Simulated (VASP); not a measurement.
# BN (P6_3/mmc) in VASP: single point with LDA

Aim: the single point of BN with LDA.

Program: VASP 6.6.1. These are calculated values, not measurements. Logs are shortened: lines on timing, memory, paths and dates and some standing lists are left out, and cuts for length are marked.

**1. The cell of the first run**

The structure is hexagonal, space group P6_3/mmc (No. 194). The conventional cell has a = 2.498 Å, b = 2.498 Å, c = 6.636 Å, α = 90.00°, β = 90.00°, γ = 120.00°. Within 1.9 Å of B (site symmetry -6m2) lie 3 N at 1.44 Å. N (site symmetry -6m2) has 3 B at 1.44 Å within 1.9 Å.

**2. Single point, LDA**

INCAR

```
SYSTEM = BN
PREC = Accurate ; ENCUT = 520
EDIFF = 1E-7 ; ISMEAR = 0
SIGMA = 0.01 ; LREAL = .False.
LASPH = .True. ; NELM = 60
ALGO = Normal ; ISIF = 2
LWAVE = .False. ; LCHARG = .True.
GGA = CA ; LELF = .True.
LVHAR = .True. ; NBANDS = 16
```

KPOINTS

```
regular mesh
0
Gamma
  9 9 3
  0 0 0
```

POSCAR

```
BN
1.0
    2.4982400000      0.0000000000      0.0000000000
   -1.2491200000      2.1635400000      0.0000000000
    0.0000000000      0.0000000000      6.6357000000
B N
2 2
Direct
    0.3333333333      0.6666666667      0.2500000000
    0.6666666667      0.3333333333      0.7500000000
    0.3333333333      0.6666666667      0.7500000000
    0.6666666667      0.3333333333      0.2500000000
```

Potentials or basis: VASP PAW LDA potentials, release 64 (B, N).

Started as:

```bash
cat potpaw_LDA.64/B/POTCAR potpaw_LDA.64/N/POTCAR > POTCAR
mpirun -np 1 vasp_std > vasp.out
```

OUTCAR:

```text
SYSTEM = BN
   PREC = Accurate
   ENCUT = 520
   EDIFF = 1E-7
   ISMEAR = 0
   LREAL = .False.
   LASPH = .True.
   NELM = 60
   ISIF = 2
   GGA = CA

 ion  position               nearest neighbor table
   1  0.333  0.667  0.250-   4 1.44   4 1.44   4 1.44
   2  0.667  0.333  0.750-   3 1.44   3 1.44   3 1.44
   3  0.333  0.667  0.750-   2 1.44   2 1.44   2 1.44
   4  0.667  0.333  0.250-   1 1.44   1 1.44   1 1.44

  LATTYP: Found a hexagonal cell.
 ALAT       =     2.4982400000
 C/A-ratio  =     2.6561499296

  Lattice vectors:

 A1 = (   2.4982400000,   0.0000000000,   0.0000000000)
 A2 = (  -1.2491200000,   2.1635400000,   0.0000000000)
 A3 = (   0.0000000000,   0.0000000000,   6.6357000000)

Analysis of symmetry for initial positions (statically):
=====================================================================
 Subroutine PRICEL returns:
 Original cell was already a primitive cell.

 Routine SETGRP: Setting up the symmetry group for a
 hexagonal supercell.

 Subroutine GETGRP returns: Found 24 space group operations
 (whereof 12 operations were pure point group operations)
 out of a pool of 24 trial point group operations.

The static configuration has the point symmetry D_3d.
 The point group associated with its full space group is D_6h.

Analysis of symmetry for dynamics (positions and initial velocities):
=====================================================================
 Subroutine PRICEL returns:
 Original cell was already a primitive cell.

 Routine SETGRP: Setting up the symmetry group for a
 hexagonal supercell.

 Subroutine GETGRP returns: Found 24 space group operations
 (whereof 12 operations were pure point group operations)
 out of a pool of 24 trial point group operations.

The dynamic configuration has the point symmetry D_3d.
 The point group associated with its full space group is D_6h.

 Subroutine INISYM returns: Found 24 space group operations
 (whereof 12 operations are pure point group operations),
 and found     1 'primitive' translations

----------------------------------------------------------------------------------------

                                     Primitive cell

  volume of cell :      35.8662

  direct lattice vectors                    reciprocal lattice vectors
     2.498240000  0.000000000  0.000000000     0.400281798  0.231102730  0.000000000
    -1.249120000  2.163540000  0.000000000     0.000000000  0.462205460  0.000000000
     0.000000000  0.000000000  6.635700000     0.000000000  0.000000000  0.150700002

  length of vectors
     2.498240000  2.498240602  6.635700000     0.462205571  0.462205460  0.150700002

  position of ions in fractional coordinates (direct lattice)
     0.333333333  0.666666667  0.250000000
     0.666666667  0.333333333  0.750000000
     0.333333333  0.666666667  0.750000000
     0.666666667  0.333333333  0.250000000

  ion indices of the primitive-cell ions
   primitive index   ion index
                 1           1
                 2           2
                 3           3
                 4           4

----------------------------------------------------------------------------------------

 KPOINTS: regular mesh

Automatic generation of k-mesh.
 Grid dimensions read from file:
 generate k-points for:    9    9    3

 Generating k-lattice:

  Cartesian coordinates                     Fractional coordinates (reciprocal lattice)
     0.044475755  0.025678081  0.000000000     0.111111111  0.000000000  0.000000000
     0.000000000  0.051356162  0.000000000     0.000000000  0.111111111  0.000000000
     0.000000000  0.000000000  0.050233334     0.000000000  0.000000000  0.333333333

  Length of vectors
     0.051356175  0.051356162  0.050233334

  Shift w.r.t. Gamma in fractional coordinates (k-lattice)
     0.000000000  0.000000000  0.000000000

 Subroutine IBZKPT returns following result:
 ===========================================

 Found     24 irreducible k-points:

 Following reciprocal coordinates:
            Coordinates               Weight
  0.000000  0.000000  0.000000      1.000000
  0.111111 -0.000000  0.000000      6.000000
  0.222222 -0.000000  0.000000      6.000000
  0.333333 -0.000000  0.000000      6.000000
  0.444444 -0.000000  0.000000      6.000000
  0.111111  0.111111  0.000000      6.000000
[... 16 lines left out ...]
  0.333333  0.222222  0.333333     24.000000
  0.333333  0.333333  0.333333      4.000000
   k-points           NKPTS =     24   k-points in BZ     NKDIM =     24   number of bands    NBANDS=     16
   number of dos      NEDOS =    301   number of ions     NIONS =      4
   total plane-waves  NPLWV =  20000
   dimension x,y,z NGX =    20 NGY =   20 NGZ =   50
   dimension x,y,z NGXF=    40 NGYF=   40 NGZF=  100
   ions per type =               2   2
   NGX,Y,Z   is equivalent  to a cutoff of  13.31, 13.31, 12.53 a.u.
   NGXF,Y,Z  is equivalent  to a cutoff of  26.62, 26.62, 25.05 a.u.
 SYSTEM =  BN
   PREC   = accura    normal or accurate (medium, high low for compatibility)
   ISTART =      0    job   : 0-new  1-cont  2-samecut
   ICHARG =      2    charge: 1-file 2-atom 10-const
   ISPIN  =      1    spin polarized calculation?
   LNONCOLLINEAR =      F non collinear calculations
   LSORBIT =      F    spin-orbit coupling
   LASPH  =      T    aspherical Exc in radial PAW
   ENCUT  =  520.0 eV  38.22 Ry    6.18 a.u.   4.65  4.65 12.34*2*pi/ulx,y,z
   NELM   =     60;   NELMIN=  2; NELMDL= -5     # of ELM steps
   EDIFF  = 0.1E-06   stopping-criterion for ELM
   LREAL  =      F    real-space projection
   EDIFFG = 0.1E-05   stopping-criterion for IOM
   NSW    =      0    number of steps for IOM
   IBRION =     -1    ionic relax: 0-MD 1-quasi-New 2-CG
   NFREE  =      0    steps in history (QN), initial steepest desc. (CG)
   ISIF   =      2    stress and relaxation
   ISYM   =      2    0-nonsym 1-usesym 2-fastsym
   POTIM  = 0.5000    time-step for ionic-motion
   TEBEG  =    0.0;   TEEND  =   0.0 temperature during run
   PSTRESS=    0.0 pullay stress
   NELECT =      16.0000    total number of electrons
   NUPDOWN=      -1.0000    fix difference up-down
   EMIN   =  10.00;   EMAX   =-10.00  energy-range for DOS
   EFERMI =   0.00;   METHOD = LEGACY
   ISMEAR =     0;   SIGMA  =   0.01  broadening in eV -4-tet -1-fermi 0-gaus
   EFERMI_NEDOS =   21; number of points for ismear=-14 and -15
   IALGO  =     38    algorithm
   IMIX   =      4    mixing-type and parameters
     AMIX     =   0.40;   BMIX     =  1.00
     AMIX_MAG =   1.60;   BMIX_MAG =  1.00
  volume/ion in A,a.u.               =       8.97        60.51
  Fermi-wavevector in a.u.,A,eV,Ry     =   1.250891  2.363842 21.289429  1.564729
  Thomas-Fermi vector in A             =   2.384864
   LORBIT       =      0    0 simple, 1 ext, 2 COOP (PROOUT), +10 PAW based schemes
   GGA     = CA    functional components
   LHFCALC =     F    Hartree Fock is set to
   AEXX    =    0.0000 exact exchange contribution
   IVDW    =     0    specifies the selected vdW correction
   LEPSILON=     F    determine dielectric tensor
   LRPA    =     F    only Hartree local field effects (RPA)
 non-spin polarized calculation
 Gauss-broadening in eV      SIGMA  =   0.01
  energy-cutoff  :      520.00
  volume of cell :       35.87
 maximum number of plane-waves:       985
 NGX is ok and might be reduce to    20
   NGX =  9   NGY =  9   NGZ = 25

 number of electron      16.0000002 magnetization

 Free energy of the ion-electron system (eV)
  ---------------------------------------------------
  ext. energy  EPLUGINS =         0.00000000
  ---------------------------------------------------
  free energy    TOTEN  =       -38.57711176 eV

  energy without entropy =      -38.57711176  energy(sigma->0) =      -38.57711176

 E-fermi :   2.2764     XC(G=0): -10.5396

 val. band max:        2.1590559988   @ k =   0.3333   0.3333   0.3333
 cond. band min:       6.3966420707   @ k =   0.4444   0.1111   0.0000
 fundamental gap:      4.2375860719
 Fermi energy:         2.2764327481

 k-point     1 :       0.0000    0.0000    0.0000
  band No.  band energies     occupation
      1     -15.4490      2.00000
      2     -15.1328      2.00000
      3      -4.1865      2.00000
      4      -1.9673      2.00000
      5       0.8478      2.00000
      6       0.8478      2.00000
[... 8 lines left out ...]
     15      14.6284      0.00000
     16      15.1165      0.00000

 k-point     2 :       0.1111   -0.0000    0.0000
  band No.  band energies     occupation
      1     -15.2065      2.00000
      2     -14.8991      2.00000
      3      -3.8512      2.00000
      4      -1.6674      2.00000
      5      -0.0964      2.00000
      6      -0.0632      2.00000
[... 8 lines left out ...]
     15      14.8279      0.00000
     16      15.3788      0.00000

 k-point     3 :       0.2222   -0.0000    0.0000
  band No.  band energies     occupation
      1     -14.5028      2.00000
      2     -14.2230      2.00000
      3      -2.8677      2.00000
      4      -2.2771      2.00000
      5      -2.2222      2.00000
      6      -0.8023      2.00000
[... 8 lines left out ...]
     15      17.3019      0.00000
     16      17.3451      0.00000

 k-point     4 :       0.3333   -0.0000    0.0000
  band No.  band energies     occupation
      1     -13.4420      2.00000
      2     -13.2154      2.00000
      3      -4.6828      2.00000
      4      -4.5978      2.00000
      5      -1.4289      2.00000
      6      -1.3662      2.00000
[... 8 lines left out ...]
     15      17.7493      0.00000
     16      20.6724      0.00000
[... 324 lines left out ...]
 k-point    22 :       0.2222    0.2222    0.3333
  band No.  band energies     occupation
      1     -12.8173      2.00000
      2     -12.7202      2.00000
      3      -4.8459      2.00000
      4      -4.8393      2.00000
      5      -3.0670      2.00000
      6      -3.0407      2.00000
[... 8 lines left out ...]
     15      16.8186      0.00000
     16      17.8327      0.00000

 k-point    23 :       0.3333    0.2222    0.3333
  band No.  band energies     occupation
      1     -11.9219      2.00000
      2     -11.8746      2.00000
      3      -5.9913      2.00000
      4      -5.9474      2.00000
      5      -3.9140      2.00000
      6      -3.8807      2.00000
[... 8 lines left out ...]
     15      17.7438      0.00000
     16      18.7120      0.00000

 k-point    24 :       0.3333    0.3333    0.3333
  band No.  band energies     occupation
      1     -11.5503      2.00000
      2     -11.5503      2.00000
      3      -5.8518      2.00000
      4      -5.7676      2.00000
      5      -4.8801      2.00000
      6      -4.8801      2.00000
[... 8 lines left out ...]
     15      19.2921      0.00000
     16      19.7555      0.00000

------------------------ aborting loop because EDIFF is reached ----------------------------------------

  FORCE on cell =-STRESS in cart. coord.  units (eV):
  Direction    XX          YY          ZZ          XY          YZ          ZX
  --------------------------------------------------------------------------------------
  -------------------------------------------------------------------------------------
  Total       -0.7585593     -0.7585598     -0.1584281      0.0000000     -0.0000000      0.0000000
  in kB      -33.8855308    -33.8855526     -7.0771287      0.0000000     -0.0000000      0.0000000
  external PRESSURE =     -24.9494040 kB  Pullay stress =       0.0000000 kB

 VOLUME and BASIS-vectors are now :
 -----------------------------------------------------------------------------
  energy-cutoff  :      520.00
  volume of cell :       35.87
      direct lattice vectors                 reciprocal lattice vectors
     2.498240000  0.000000000  0.000000000     0.400281798  0.231102730  0.000000000
    -1.249120000  2.163540000  0.000000000     0.000000000  0.462205460  0.000000000
     0.000000000  0.000000000  6.635700000     0.000000000  0.000000000  0.150700002

 POSITION                                       TOTAL-FORCE (eV/Angst)
 -----------------------------------------------------------------------------------
     -0.00000      1.44236      1.65892        -0.000000      0.000000      0.000000
      1.24912      0.72118      4.97677         0.000000     -0.000000      0.000000
     -0.00000      1.44236      4.97677         0.000000     -0.000000      0.000000
      1.24912      0.72118      1.65892        -0.000000      0.000000      0.000000
 -----------------------------------------------------------------------------------
    total drift:                               -0.000000      0.000000      0.000000

  FREE ENERGIE OF THE ION-ELECTRON SYSTEM (eV)
  ---------------------------------------------------
  free  energy   TOTEN  =       -38.5771117561 eV

  energy  without entropy=      -38.5771117561  energy(sigma->0) =      -38.57711176
```

It took 5.8 s on 1 thread of Intel Xeon 6975P-C (Granite Rapids), shared host; peak memory 0.13 GiB.

What came out:

```
Free energy            : -38.5771 eV
Pressure               : -2.5 GPa
Band gap on the k mesh : 4.24 eV, indirect (least direct gap 4.52 eV)
```

Stress tensor (GPa, compression positive):
```
-3.39  0.00  0.00
 0.00 -3.39  0.00
 0.00  0.00 -0.71
```

A k mesh can miss the band edges.
